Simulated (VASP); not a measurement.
# B (P6/mmm) in VASP: further runs

The runs below take B through relaxation of cell and atoms, single point, with PBE.

All numbers are computed with VASP 6.6.1; they aren't measurements. Logs are shortened: lines on timing, memory, paths and dates and some standing lists are left out, and cuts for length are marked.

## Step 1: The cell of the first run

It takes space group P6/mmm (No. 191, hexagonal). The conventional cell has a = 1.714 Å, b = 1.714 Å, c = 3.789 Å, α = 90.00°, β = 90.00°, γ = 120.00°. Within 1.3 Å of B (site symmetry -6m2) lie 3 B at 0.99 Å.

The cell was built from a structure type or drawn by symmetry, and may not be a known phase.

## Step 2: Relaxation of cell and atoms, PBE

Input file INCAR:

```
SYSTEM = B
ALGO = Normal
EDIFF = 1E-6
EDIFFG = -0.04
ENCUT = 600
GGA = PE
IBRION = 2
ISIF = 3
ISMEAR = 0
LASPH = .True.
LCHARG = .False.
LREAL = .False.
LWAVE = .False.
NELM = 80
NSW = 90
PREC = Accurate
SIGMA = 0.1
```

Input file KPOINTS:

```
k-points
0
Gamma
  12 12 4
  0 0 0
```

Input file POSCAR:

```
B
1.0
    1.7144971200      0.0000000000      0.0000000000
   -0.8572485600      1.4847980600      0.0000000000
    0.0000000000      0.0000000000      3.7886727800
B
2
Direct
    0.3333333300      0.6666666700      0.0000000000
    0.6666666700      0.3333333300      0.0000000000
```

Potentials or basis: VASP PAW PBE potentials, release 64 (B).

Started as:

```sh
> cat potpaw_PBE.64/B/POTCAR > POTCAR
> mpirun -np 1 vasp_std > vasp.out
```

OUTCAR:

```text
SYSTEM = B
   EDIFF = 1E-6
   EDIFFG = -0.04
   ENCUT = 600
   GGA = PE
   IBRION = 2
   ISIF = 3
   ISMEAR = 0
   LASPH = .True.
   LREAL = .False.
   NELM = 80
   NSW = 90
   PREC = Accurate

 ion  position               nearest neighbor table
   1  0.333  0.667  0.000-   2 0.99   2 0.99   2 0.99   2 1.98   2 1.98   2 1.98
   2  0.667  0.333  0.000-   1 0.99   1 0.99   1 0.99   1 1.98   1 1.98   1 1.98

 -----------------------------------------------------------------------------
|                                                                             |
|           W    W    AA    RRRRR   N    N  II  N    N   GGGG   !!!           |
|           W    W   A  A   R    R  NN   N  II  NN   N  G    G  !!!           |
|           W    W  A    A  R    R  N N  N  II  N N  N  G       !!!           |
|           W WW W  AAAAAA  RRRRR   N  N N  II  N  N N  G  GGG   !            |
|           WW  WW  A    A  R   R   N   NN  II  N   NN  G    G                |
|           W    W  A    A  R    R  N    N  II  N    N   GGGG   !!!           |
|                                                                             |
|     The distance between some ions is very small. Please check the          |
|     nearest-neighbor list in the OUTCAR file.                               |
|     I HOPE YOU KNOW WHAT YOU ARE DOING!                                     |
|                                                                             |
 -----------------------------------------------------------------------------

  LATTYP: Found a hexagonal cell.
 ALAT       =     1.7144971200
 C/A-ratio  =     2.2097866108

  Lattice vectors:

 A1 = (   1.7144971200,   0.0000000000,   0.0000000000)
 A2 = (  -0.8572485600,   1.4847980600,   0.0000000000)
 A3 = (   0.0000000000,   0.0000000000,   3.7886727800)

Analysis of symmetry for initial positions (statically):
=====================================================================
 Subroutine PRICEL returns:
 Original cell was already a primitive cell.

 Routine SETGRP: Setting up the symmetry group for a
 hexagonal supercell.

 Subroutine GETGRP returns: Found 24 space group operations
 (whereof 24 operations were pure point group operations)
 out of a pool of 24 trial point group operations.

The static configuration has the point symmetry D_6h.

Analysis of symmetry for dynamics (positions and initial velocities):
=====================================================================
 Subroutine PRICEL returns:
 Original cell was already a primitive cell.

 Routine SETGRP: Setting up the symmetry group for a
 hexagonal supercell.

 Subroutine GETGRP returns: Found 24 space group operations
 (whereof 24 operations were pure point group operations)
 out of a pool of 24 trial point group operations.

The dynamic configuration has the point symmetry D_6h.

 Subroutine INISYM returns: Found 24 space group operations
 (whereof 24 operations are pure point group operations),
 and found     1 'primitive' translations

----------------------------------------------------------------------------------------

                                     Primitive cell

  volume of cell :       9.6448

  direct lattice vectors                    reciprocal lattice vectors
     1.714497120  0.000000000  0.000000000     0.583261406  0.336746130  0.000000000
    -0.857248560  1.484798060  0.000000000     0.000000000  0.673492259  0.000000000
     0.000000000  0.000000000  3.788672780     0.000000000  0.000000000  0.263944674

  length of vectors
     1.714497120  1.714497119  3.788672780     0.673492259  0.673492259  0.263944674

  position of ions in fractional coordinates (direct lattice)
     0.333333330  0.666666670  0.000000000
     0.666666670  0.333333330  0.000000000

  ion indices of the primitive-cell ions
   primitive index   ion index
                 1           1
                 2           2

----------------------------------------------------------------------------------------

 KPOINTS: k-points

Automatic generation of k-mesh.
 Grid dimensions read from file:
 generate k-points for:   12   12    4

 Generating k-lattice:

  Cartesian coordinates                     Fractional coordinates (reciprocal lattice)
     0.048605117  0.028062177  0.000000000     0.083333333  0.000000000  0.000000000
     0.000000000  0.056124355  0.000000000     0.000000000  0.083333333  0.000000000
     0.000000000  0.000000000  0.065986168     0.000000000  0.000000000  0.250000000

  Length of vectors
     0.056124355  0.056124355  0.065986168

  Shift w.r.t. Gamma in fractional coordinates (k-lattice)
     0.000000000  0.000000000  0.000000000

 Subroutine IBZKPT returns following result:
 ===========================================

 Found     57 irreducible k-points:

 Following reciprocal coordinates:
            Coordinates               Weight
  0.000000  0.000000  0.000000      1.000000
  0.083333  0.000000  0.000000      6.000000
  0.166667  0.000000  0.000000      6.000000
  0.250000  0.000000  0.000000      6.000000
  0.333333  0.000000  0.000000      6.000000
  0.416667  0.000000  0.000000      6.000000
[... 16 lines left out ...]
  0.250000  0.000000  0.250000     12.000000
  0.333333  0.000000  0.250000     12.000000
 [... further k-points ...]
   k-points           NKPTS =     57   k-points in BZ     NKDIM =     57   number of bands    NBANDS=      7
   number of dos      NEDOS =    301   number of ions     NIONS =      2
   total plane-waves  NPLWV =   5880
   dimension x,y,z NGX =    14 NGY =   14 NGZ =   30
   dimension x,y,z NGXF=    28 NGYF=   28 NGZF=   60
   ions per type =               2
   NGX,Y,Z   is equivalent  to a cutoff of  13.58, 13.58, 13.16 a.u.
   NGXF,Y,Z  is equivalent  to a cutoff of  27.15, 27.15, 26.33 a.u.
 SYSTEM =  B
   PREC   = accura    normal or accurate (medium, high low for compatibility)
   ISTART =      0    job   : 0-new  1-cont  2-samecut
   ICHARG =      2    charge: 1-file 2-atom 10-const
   ISPIN  =      1    spin polarized calculation?
   LNONCOLLINEAR =      F non collinear calculations
   LSORBIT =      F    spin-orbit coupling
   LASPH  =      T    aspherical Exc in radial PAW
   ENCUT  =  600.0 eV  44.10 Ry    6.64 a.u.   3.42  3.42  7.57*2*pi/ulx,y,z
   NELM   =     80;   NELMIN=  2; NELMDL= -5     # of ELM steps
   EDIFF  = 0.1E-05   stopping-criterion for ELM
   LREAL  =      F    real-space projection
   EDIFFG = -.4E-01   stopping-criterion for IOM
   NSW    =     90    number of steps for IOM
   IBRION =      2    ionic relax: 0-MD 1-quasi-New 2-CG
   NFREE  =      1    steps in history (QN), initial steepest desc. (CG)
   ISIF   =      3    stress and relaxation
   ISYM   =      2    0-nonsym 1-usesym 2-fastsym
   POTIM  = 0.5000    time-step for ionic-motion
   TEBEG  =    0.0;   TEEND  =   0.0 temperature during run
   PSTRESS=    0.0 pullay stress
   NELECT =       6.0000    total number of electrons
   NUPDOWN=      -1.0000    fix difference up-down
   EMIN   =  10.00;   EMAX   =-10.00  energy-range for DOS
   EFERMI =   0.00;   METHOD = LEGACY
   ISMEAR =     0;   SIGMA  =   0.10  broadening in eV -4-tet -1-fermi 0-gaus
   EFERMI_NEDOS =   21; number of points for ismear=-14 and -15
   IALGO  =     38    algorithm
   IMIX   =      4    mixing-type and parameters
     AMIX     =   0.40;   BMIX     =  1.00
     AMIX_MAG =   1.60;   BMIX_MAG =  1.00
  volume/ion in A,a.u.               =       4.82        32.54
  Fermi-wavevector in a.u.,A,eV,Ry     =   1.397531  2.640951 26.573448  1.953093
  Thomas-Fermi vector in A             =   2.520778
   LORBIT       =      0    0 simple, 1 ext, 2 COOP (PROOUT), +10 PAW based schemes
   GGA     = PE    functional components
   LHFCALC =     F    Hartree Fock is set to
   AEXX    =    0.0000 exact exchange contribution
   IVDW    =     0    specifies the selected vdW correction
   LEPSILON=     F    determine dielectric tensor
   LRPA    =     F    only Hartree local field effects (RPA)
 conjugate gradient relaxation of ions
 non-spin polarized calculation
 Gauss-broadening in eV      SIGMA  =   0.10
  energy-cutoff  :      600.00
  volume of cell :        9.64
 maximum number of plane-waves:       334
 NGX is ok and might be reduce to    14
   NGX =  7   NGY =  7   NGZ = 15

--------------------------------------- Ionic step        1  -------------------------------------------

 number of electron       5.9999999 magnetization

 Free energy of the ion-electron system (eV)
  ---------------------------------------------------
  ext. energy  EPLUGINS =         0.00000000
  ---------------------------------------------------
  free energy    TOTEN  =        29.99488717 eV

  energy without entropy =       30.00492933  energy(sigma->0) =       29.99990825

------------------------ aborting loop because EDIFF is reached ----------------------------------------

  FORCE on cell =-STRESS in cart. coord.  units (eV):
  Direction    XX          YY          ZZ          XY          YZ          ZX
  --------------------------------------------------------------------------------------
  -------------------------------------------------------------------------------------
  Total       99.7905816     99.7905816     -0.0345713      0.0000000     -0.0000000      0.0000000
  in kB    16577.1125924  16577.1125782     -5.7429550      0.0000000     -0.0000000      0.0000000
  external PRESSURE =   11049.4940719 kB  Pullay stress =       0.0000000 kB
[... 830 lines left out ...]
 k-point    24 :       0.3333    0.0000    0.2500
  band No.  band energies     occupation
      1      -1.6902      2.00000
      2       3.9280      2.00000
      3       8.0046      2.00000
      4      14.9754      0.00000
      5      22.3460      0.00000
      6      24.5279      0.00000
      7      33.8839      0.00000

 [... further k-points ...]

[... ionic steps 4 to 23 ...]

--------------------------------------- Ionic step       24  -------------------------------------------

 number of electron       6.0000001 magnetization

------------------------ aborting loop because EDIFF is reached ----------------------------------------

  FORCE on cell =-STRESS in cart. coord.  units (eV):
  Direction    XX          YY          ZZ          XY          YZ          ZX
  --------------------------------------------------------------------------------------
  -------------------------------------------------------------------------------------
  Total        0.0170164      0.0170164     -0.0914088      0.0000000      0.0000000      0.0000000
  in kB        1.8604263      1.8604263     -9.9938343      0.0000000      0.0000000      0.0000000
  external PRESSURE =      -2.0909939 kB  Pullay stress =       0.0000000 kB
[... 57 lines left out ...]
  energy  without entropy=      -11.9949512721  energy(sigma->0) =      -11.99566790

--------------------------------------- Ionic step       26  -------------------------------------------

 number of electron       6.0000001 magnetization

 Free energy of the ion-electron system (eV)
  ---------------------------------------------------
  ext. energy  EPLUGINS =         0.00000000
  ---------------------------------------------------
  free energy    TOTEN  =       -11.99642042 eV

  energy without entropy =      -11.99498801  energy(sigma->0) =      -11.99570421

 E-fermi :   5.6459     XC(G=0): -11.6991

 val. band max:        5.4631267214   @ k =   0.2500   0.2500   0.5000
 cond. band min:       5.6975975532   @ k =   0.2500   0.1667   0.5000
 fundamental gap:      0.2344708318
 Fermi energy:         5.6459194214

 k-point     1 :       0.0000    0.0000    0.0000
  band No.  band energies     occupation
      1      -9.1597      2.00000
      2       4.0883      2.00000
      3       4.0883      2.00000
      4      11.5532      0.00000
      5      11.5532      0.00000
      6      11.6676      0.00000
      7      19.5360      0.00000
[... 259 lines left out ...]
  FREE ENERGIE OF THE ION-ELECTRON SYSTEM (eV)
  ---------------------------------------------------
  free  energy   TOTEN  =       -11.9964204225 eV

  energy  without entropy=      -11.9949880063  energy(sigma->0) =      -11.99570421

 reached required accuracy - stopping structural energy minimisation
```

Wall time 2 min (1 thread of Intel Xeon 8259CL, shared host); peak memory 0.11 GiB.

What came out:

```yaml
Free_energy: -11.9964 eV
Relaxed_volume: 7.33 Å³/atom
Relaxed_cell: a = 2.988 Å, b = 2.988 Å, c = 1.897 Å, α = 90.00°, β = 90.00°, γ = 120.00°
Space_group_after_relaxing_to_0.1_Å: P6/mmm (No. 191)
Pressure_after_relaxing: -0.4 GPa
Band_gap_on_the_k_mesh: zero (bands 3 and 4 overlap by 5.25 eV)
```

Stress tensor (GPa, compression positive):
```
-0.30  0.00  0.00
 0.00 -0.30  0.00
 0.00  0.00 -0.73
```

Final structure:
```
B
1.0
     2.98780    0.00000    0.00000
    -1.49390    2.58751    0.00000
     0.00000    0.00000    1.89687
B
2
Direct
  0.33333 0.66667 0.00000
  0.66667 0.33333 0.00000
```

Caveat: the k points lie up to 0.83 Å⁻¹ apart in the final cell, too coarse for converged energies and pressures of a metal; the volume moved by over 15 % at a fixed basis, so the end points are rough.

## Step 3: Single point, PBE

This run uses another cell than the first one, of 7.60 Å³/atom.

Input file INCAR:

```
  PREC = Accurate
  ENCUT = 520
  EDIFF = 1E-7
  ISMEAR = 0
  SIGMA = 0.1
  LREAL = False
  LASPH = True
  NELM = 60
  ALGO = Normal
  ISIF = 2
  LWAVE = False
  LCHARG = True
  GGA = PE
  LELF = True
  LVHAR = True
  NBANDS = 10
```

Input file KPOINTS:

```
regular mesh
0
Gamma
  24 24 28
```

Input file POSCAR:

```
B
1.0
    3.0111955405      0.0000000000      0.0000000000
   -1.5055977703      2.6077718339      0.0000000000
    0.0000000000      0.0000000000      1.9358237855
B
2
Direct
    0.3333333333      0.6666666667      0.0000000000
    0.6666666667      0.3333333333      0.0000000000
```

Potentials or basis: VASP PAW PBE potentials, release 64 (B).

Started as:

```sh
> cat potpaw_PBE.64/B/POTCAR > POTCAR
> mpirun -np 1 vasp_std > vasp.out
```

OUTCAR:

```text
PREC = Accurate
   ENCUT = 520
   EDIFF = 1E-7
   ISMEAR = 0
   LREAL = False
   LASPH = True
   NELM = 60
   ISIF = 2
   GGA = PE

 ion  position               nearest neighbor table
   1  0.333  0.667  0.000-   2 1.74   2 1.74   2 1.74
   2  0.667  0.333  0.000-   1 1.74   1 1.74   1 1.74

  LATTYP: Found a hexagonal cell.
 ALAT       =     3.0111955405
 C/A-ratio  =     0.6428754823

  Lattice vectors:

 A1 = (   3.0111955405,   0.0000000000,   0.0000000000)
[... 497 lines left out ...]
 [... further k-points ...]

------------------------ aborting loop because EDIFF is reached ----------------------------------------

  FORCE on cell =-STRESS in cart. coord.  units (eV):
  Direction    XX          YY          ZZ          XY          YZ          ZX
  --------------------------------------------------------------------------------------
  -------------------------------------------------------------------------------------
  Total        0.0050494      0.0050494     -0.0042178     -0.0000000      0.0000000     -0.0000000
  in kB        0.5322034      0.5322034     -0.4445541     -0.0000000      0.0000000     -0.0000000
  external PRESSURE =       0.2066175 kB  Pullay stress =       0.0000000 kB

 VOLUME and BASIS-vectors are now :
 -----------------------------------------------------------------------------
  energy-cutoff  :      520.00
  volume of cell :       15.20
      direct lattice vectors                 reciprocal lattice vectors
     3.011195541  0.000000000  0.000000000     0.332094009  0.191734566  0.000000000
    -1.505597770  2.607771834  0.000000000     0.000000000  0.383469131  0.000000000
     0.000000000  0.000000000  1.935823786     0.000000000  0.000000000  0.516575944

 POSITION                                       TOTAL-FORCE (eV/Angst)
 -----------------------------------------------------------------------------------
     -0.00000      1.73851      0.00000        -0.000000      0.000000      0.000000
      1.50560      0.86926      0.00000         0.000000     -0.000000     -0.000000
 -----------------------------------------------------------------------------------
    total drift:                                0.000000     -0.000000      0.000000

  FREE ENERGIE OF THE ION-ELECTRON SYSTEM (eV)
  ---------------------------------------------------
  free  energy   TOTEN  =       -11.9222593450 eV

  energy  without entropy=      -11.9197729153  energy(sigma->0) =      -11.92101613
```

OSZICAR:

```text
N       E                     dE             d eps       ncg     rms          rms(c)
DAV:   1     0.722749912086E+00    0.72275E+00   -0.31005E+03 18748   0.532E+02
DAV:   2    -0.119456115595E+02   -0.12668E+02   -0.12222E+02 23482   0.940E+01
DAV:   3    -0.121433955838E+02   -0.19778E+00   -0.19607E+00 22412   0.878E+00
DAV:   4    -0.121436063220E+02   -0.21074E-03   -0.21071E-03 21400   0.284E-01
DAV:   5    -0.121436064044E+02   -0.82343E-07   -0.82032E-07 21038   0.598E-03    0.342E+00
DAV:   6    -0.119854157079E+02    0.15819E+00   -0.74533E-02 19958   0.147E+00    0.203E+00
DAV:   7    -0.119214925170E+02    0.63923E-01   -0.11041E-01 20782   0.178E+00    0.231E-01
DAV:   8    -0.119222109760E+02   -0.71846E-03   -0.17918E-03 20100   0.309E-01    0.281E-02
DAV:   9    -0.119222478582E+02   -0.36882E-04   -0.37282E-05 21730   0.397E-02    0.150E-02
DAV:  10    -0.119222591755E+02   -0.11317E-04   -0.10960E-05 19794   0.218E-02    0.862E-04
DAV:  11    -0.119222592918E+02   -0.11638E-06   -0.10473E-07 21844   0.244E-03    0.467E-04
DAV:  12    -0.119222593450E+02   -0.53179E-07   -0.23966E-08 16626   0.114E-03
   1 F= -.11922259E+02 E0= -.11921016E+02  d E =-.248643E-02
```

stdout:

```text
POSCAR found type information on POSCAR B
 POSCAR found :  1 types and       2 ions
 scaLAPACK will be used
 LDA part: xc-table for (Slater+PW92), standard interpolation
 POSCAR, INCAR and KPOINTS ok, starting setup
 FFT: planning ... GRIDC
 FFT: planning ... GRID_SOFT
 FFT: planning ... GRID
 WAVECAR not read
 entering main loop
```

It took 1.9 min on 1 thread of Intel Xeon 8259CL, shared host; peak memory 0.22 GiB.

What came out:

```yaml
Free_energy: -11.9223 eV
Pressure: 0.0 GPa
Band_gap_on_the_k_mesh: zero (bands 3 and 4 overlap by 5.05 eV)
```

[end of part 1 of 2]
